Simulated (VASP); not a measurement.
Here is a VASP 6.6.1 calculation.

File INCAR:

```
  PREC = Accurate
  ENCUT = 520
  EDIFF = 1E-6
  ISMEAR = 0
  SIGMA = 0.03
  LREAL = False
  LASPH = True
  NELM = 60
  ALGO = Normal
  ISIF = 2
  LWAVE = False
  LCHARG = False
  GGA = CA
  ISYM = 0
  NBANDS = 27
```

File KPOINTS:

```
Automatic mesh
0
Gamma
  12 12 2
  0.5 0.5 0.5
```

File POSCAR:

```
InO
1.0
    3.2809331112      0.0000000000      0.0000000000
   -1.6404665556      2.8413714224      0.0000000000
    0.0000000000      0.0000000000     15.8771000000
In O
2 2
Direct
    0.6666666667      0.3333333333      0.5900210000
    0.6666666667      0.3333333333      0.4099790000
    0.0000000000      0.0000000000      0.6398670000
    0.0000000000      0.0000000000      0.3601330000
```

Potentials or basis: VASP PAW LDA potentials, release 64 (In_d, O).

Run with:

```bash
$ cat potpaw_LDA.64/In_d/POTCAR potpaw_LDA.64/O/POTCAR > POTCAR
$ mpirun -np 1 vasp_std > vasp.out
```

Problem. Predict the largest force.

Solution. 0.903 eV/Å.

Problem. What does it give for the band gap on the k mesh?

Solution. 0.35 eV (least direct gap 1.47 eV).

Forces on the atoms (eV/Å):
```
In   0.000  0.000 -0.903
In   0.000  0.000  0.903
O    0.000  0.000  0.515
O    0.000  0.000 -0.515
```

Caveat: spin-orbit coupling is left out, which moves the levels of the heavy elements.
